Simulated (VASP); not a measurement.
A run of VASP 6.6.1:

The input INCAR:

```
SYSTEM = SnSe
ADDGRID = .FALSE.
AGGAC = 0.0
ALGO = Normal
EDIFF = 1E-8
EFERMI = MIDGAP
ENCUT = 620
GGA = ML
GGA_COMPAT = .FALSE.
ISIF = 2
ISMEAR = 0
KPAR = 4
LASPH = .TRUE.
LCHARG = .FALSE.
LREAL = .FALSE.
LUSE_VDW = .TRUE.
LWAVE = .FALSE.
NBANDS = 72
NELM = 120
PREC = Accurate
SIGMA = 0.03
ZAB_VDW = -1.8867
```

Contents of KPOINTS:

```
Automatic mesh
0
Gamma
  3 8 8
  0 0 0
```

File POSCAR:

```
SnSe
1.0
   11.4200000000      0.0000000000      0.0000000000
    0.0000000000      4.1900000000      0.0000000000
    0.0000000000      0.0000000000      4.4154000000
Sn Se
4 4
Direct
    0.8770000000      0.7500000000      0.9090000000
    0.6230000000      0.2500000000      0.4090000000
    0.3770000000      0.7500000000      0.5910000000
    0.1230000000      0.2500000000      0.0910000000
    0.6430000000      0.7500000000      0.9840000000
    0.8570000000      0.2500000000      0.4840000000
    0.1430000000      0.7500000000      0.5160000000
    0.3570000000      0.2500000000      0.0249686100
```

Potentials or basis: VASP PAW PBE potentials, release 64 (Sn_d, Se).

Run with:

```bash
$ cat potpaw_PBE.64/Sn_d/POTCAR potpaw_PBE.64/Se/POTCAR > POTCAR
$ mpirun -np 4 vasp_std > vasp.out
```

Hardware: 4 MPI ranks on Intel(R) Xeon(R) 6975P-C (Granite Rapids), with other jobs on the host.

**Question.** Estimate the wall time of this run.

**Answer.** Run time: 7 min on 4 MPI ranks on Intel(R) Xeon(R) 6975P-C (Granite Rapids), with other jobs on the host, peak memory 1.6 GiB a rank. Counts: scf iterations 19, k points 65.
